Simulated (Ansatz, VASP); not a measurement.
Two plane-wave programs on H6PtC2

Contents of INCAR:

```
PREC = Accurate
ENCUT = 600
EDIFF = 1E-6
ISMEAR = 0
SIGMA = 0.1
LREAL = F
LASPH = T
NELM = 120
ALGO = Normal
ISIF = 2
LWAVE = F
LCHARG = F
GGA = PE
NBANDS = 22
GGA_COMPAT = F
```

File KPOINTS:

```
Automatic mesh
0
Gamma
  4 4 4
```

File POSCAR:

```
H6PtC2
1.0
    0.0000000000      3.4179597200      3.4179597200
    3.4179597200      0.0000000000      3.4179597200
    3.4179597200      3.4179597200      0.0000000000
H Pt C
6 1 2
Direct
    0.7603000000      0.2397000000      0.2397000000
    0.2397000000      0.7603000000      0.2397000000
    0.2397000000      0.7603000000      0.7603000000
    0.7603000000      0.2397000000      0.7603000000
    0.2397000000      0.2397000000      0.7603000000
    0.7603000000      0.7603000000      0.2397000000
    0.0000000000      0.0000000000      0.0000000000
    0.2500000000      0.2500000000      0.2500000000
    0.7500000000      0.7500000000      0.7500000000
```

Input for Ansatz:

```yaml
crystal:
  lattice:
    - [0.0, 3.41795972, 3.41795972]
    - [3.41795972, 0.0, 3.41795972]
    - [3.41795972, 3.41795972, 0.0]
  atoms:
    - { symbol: H, position: [0.7603, 0.2397, 0.2397] }
    - { symbol: H, position: [0.2397, 0.7603, 0.2397] }
    - { symbol: H, position: [0.2397, 0.7603, 0.7603] }
    - { symbol: H, position: [0.7603, 0.2397, 0.7603] }
    - { symbol: H, position: [0.2397, 0.2397, 0.7603] }
    - { symbol: H, position: [0.7603, 0.7603, 0.2397] }
    - { symbol: Pt, position: [0.0, 0.0, 0.0] }
    - { symbol: C, position: [0.25, 0.25, 0.25] }
    - { symbol: C, position: [0.75, 0.75, 0.75] }
basis:
  ecutwfc: 420
kpoints:
  mp_grid: { grid: [4, 4, 4] }
hamiltonian:
  xc: pbe
scf:
  occupations: { method: gaussian, width: 0.1 }
  lower_state_search: "off"
output:
  forces: true
  stress: true
  eigenvalues: true
```

Change from the starting cell: species swapped into the Rb2SbCl6 type (Fm-3m, No. 225).

Alike in both runs: task single point; functional PBE; k mesh 4 × 4 × 4; occupations gaussian, width 0.1 eV; no spin polarisation.

|  | VASP | Ansatz |
| --- | --- | --- |
| version | VASP 6.6.1 | Ansatz 0.2.0 |
| potentials or method | VASP PAW PBE potentials, release 64 (H, Pt, C), cutoff 600 eV | scalar-relativistic, plane waves, PAW |
| valence electrons in the cell | 24 | 32 |

VASP gave:

```
gap on the k mesh at the Fermi level (eV) : none
pressure (GPa)                            : -4.0
rms of the force components (eV/Å)        : 0.296
```

Q: What did Ansatz give for the same quantities?

A: gap on the k mesh at the Fermi level (eV): none; pressure (GPa): -4.0; rms of the force components (eV/Å): 0.290.

Atom by atom the forces differ by 0.005 eV/Å (rms over components). A gap of «none» marks a metal or a gap that the smearing closes. The functional is the same, so the differences come from potentials, cutoffs and numerics. VASP's potentials hold 24 valence electrons a cell and Ansatz's 32, so a difference there can come from the potentials and not from the codes.

The k mesh is coarse, so the values compare programs but aren't converged. Neither program's run includes spin-orbit coupling.
